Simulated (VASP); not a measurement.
Runs of VASP 6.6.1 on Ta. The structure is that of space group I4/mmm (No. 139), or close to it. The cells are those of the table. 

```tsv
cell	further INCAR settings	gap on the mesh (eV)	pressure (GPa)
a = 2.892 Å, angles 105.7, 105.7, 117.3°, 1 atom	ALGO = Fast; EDIFF = 1e-06; NBANDS = 12	none	-5.4
a = 2.893 Å, angles 113.7, 113.7, 101.2°, 1 atom	ALGO = Fast; EDIFF = 1e-06; NBANDS = 12	none	-5.5
a = 3.013 Å, angles 118.4, 118.4, 92.7°, 1 atom	ALGO = Fast; EDIFF = 1e-06; NBANDS = 12	none	(b)
a = 2.912 Å, angles 116.0, 116.0, 97.0°, 1 atom	ALGO = Fast; EDIFF = 1e-06; NBANDS = 12	none	-3.7
a = 3.019 Å, angles 123.4, 123.4, 84.2°, 1 atom	ALGO = Fast; EDIFF = 1e-06; NBANDS = 12	none	-2.9
a = 3.058 Å, angles 123.4, 123.4, 84.2°, 1 atom	ALGO = Fast; EDIFF = 1e-06; NBANDS = 12	none	(a)
a = 2.874 Å, angles 116.0, 116.0, 97.0°, 1 atom	ALGO = Fast; EDIFF = 1e-07; NBANDS = 12	none	4.4
a = 3.095 Å, angles 123.4, 123.4, 84.2°, 1 atom	ALGO = Fast; EDIFF = 1e-06; NBANDS = 12	none	-15.2
```

Alike in all rows: task single point; level PBEsol; potentials or basis VASP PAW PBE potentials, release 64 (Ta_pv); no spin polarisation; k mesh 22 × 22 × 22; cutoff (eV) 520; smearing gaussian 0.15 eV.

Task: Fill in the values left out.

Result: (a) -9.6; (b) -14.6.

Caveats: the PAW data sets were made with another functional, which shifts forces and pressure a little; spin-orbit coupling is left out, which moves the levels of the heavy elements; the cell stands under tension (at least some runs); the cell stands under pressure (at least some runs).

A k mesh can miss the band edges, and the runs leave out spin-orbit coupling on Ta.

A gap of «none» marks levels without a gap at the run's occupations.
